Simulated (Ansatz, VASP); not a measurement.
## Pb in VASP and in Ansatz

Contents of INCAR:

```
SYSTEM = Pb
PREC     = Accurate       ! precision mode
ENCUT    = 520            ! plane-wave cutoff, eV
EDIFF    = 1E-6           ! SCF threshold, eV
ISMEAR   = -1             ! smearing method
SIGMA    = 0.08           ! smearing width, eV
LREAL    = .FALSE.        ! projectors in reciprocal space
LASPH    = .TRUE.         ! aspherical terms in the spheres
NELM     = 80             ! most SCF steps
ALGO     = Normal         ! electronic algorithm
ISIF     = 2              ! what is computed and relaxed
LWAVE    = .FALSE.        ! write WAVECAR
LCHARG   = .FALSE.        ! write CHGCAR
GGA      = PS             ! functional
NBANDS   = 21             ! bands
```

File KPOINTS:

```
regular mesh
0
G
  14 14 8
  0 0 0
```

The input POSCAR:

```
Pb
1.0
    3.5030477244      0.0000000000      0.0000000000
   -1.7515238622      3.0337283200      0.0000000000
    0.0000000000      0.0000000000      5.6270209464
Pb
2
Direct
    0.3333333333      0.6666666667      0.2500000000
    0.6666666667      0.3333333333      0.7500000000
```

Input for Ansatz:

```yaml
crystal:
  lattice:
    - [3.5030477244, 0.0, 0.0]
    - [-1.7515238622, 3.03372832, 0.0]
    - [0.0, 0.0, 5.6270209464]
  atoms:
    - { symbol: Pb, position: [0.3333333333, 0.6666666667, 0.25] }
    - { symbol: Pb, position: [0.6666666667, 0.3333333333, 0.75] }
kpoints:
  mp_grid: { grid: [14, 14, 8] }
  band_path:
    path:
      - [0.0, 0.0, 0.0]
      - [0.5, 0.0, 0.0]
      - [0.3333333333, 0.3333333333, 0.0]
      - [0.0, 0.0, 0.0]
      - [0.0, 0.0, 0.5]
      - [0.5, 0.0, 0.5]
      - [0.3333333333, 0.3333333333, 0.5]
      - [0.0, 0.0, 0.5]
      - [0.5, 0.0, 0.5]
    npoints: 5
scf:
  occupations: { method: fermi_dirac, width: 0.08 }
hamiltonian:
  xc: pbesol
  pseudopotentials: { kind: all_electron, lapw: { basis_error: 0.0005 } }
output:
  forces: true
  stress: true
  eigenvalues: true
```

Change from the starting cell: volume scaled by 1.02.

Alike in both runs: task single point; functional PBEsol; k mesh 14 × 14 × 8; occupations fermi-dirac, width 0.08 eV; no spin polarisation.

```csv
,VASP,Ansatz
version,VASP 6.6.1,Ansatz 0.2.0
potentials or method,"VASP PAW PBE potentials, release 64 (Pb_d), cutoff 520 eV","all-electron LAPW, scalar-relativistic"
```

```csv
,VASP,Ansatz,Ansatz less VASP
pressure (GPa),-0.1,0.0,+0.08
"traceless stress, the component that is largest in VASP (GPa)",1.10,1.11,+0.007
```

VASP's potentials were made for PBE, not for PBEsol. Ansatz ran all-electron here, and VASP with PAW potentials.

Neither program's run includes spin-orbit coupling.
